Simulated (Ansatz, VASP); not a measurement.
## Two plane-wave programs on Be

```xyz
3
Lattice="3.5948 0.0000 0.0000 -1.7974 3.1132 0.0000 0.0000 0.0000 2.2130" Properties=species:S:1:pos:R:3 pbc="T T T"
Be    0.0000    0.0000    0.0000
Be    0.0000    2.0755    1.1065
Be    1.7974    1.0377    1.1065
```

Alike in both runs: functional revPBE; k mesh 10 × 10 × 14; occupations fermi-dirac, width 0.1 eV; no spin polarisation.

Ansatz relaxed the structure, and its values are those at the end. VASP's run is a single point on that final structure, the one shown.

```csv
,VASP,Ansatz
version,VASP 6.6.1,Ansatz 0.2.0
potentials or method,"VASP PAW PBE potentials, release 64 (Be), cutoff 520 eV","plane waves (420 eV) with PAW, scalar-relativistic"
valence electrons in the cell,6,6
```

```tsv
	VASP	Ansatz	Ansatz less VASP
pressure (GPa)	0.0	0.0	-0.01
```

VASP's potentials were made for PBE, not for revPBE. The functional is the same, so the differences come from potentials, cutoffs and numerics.
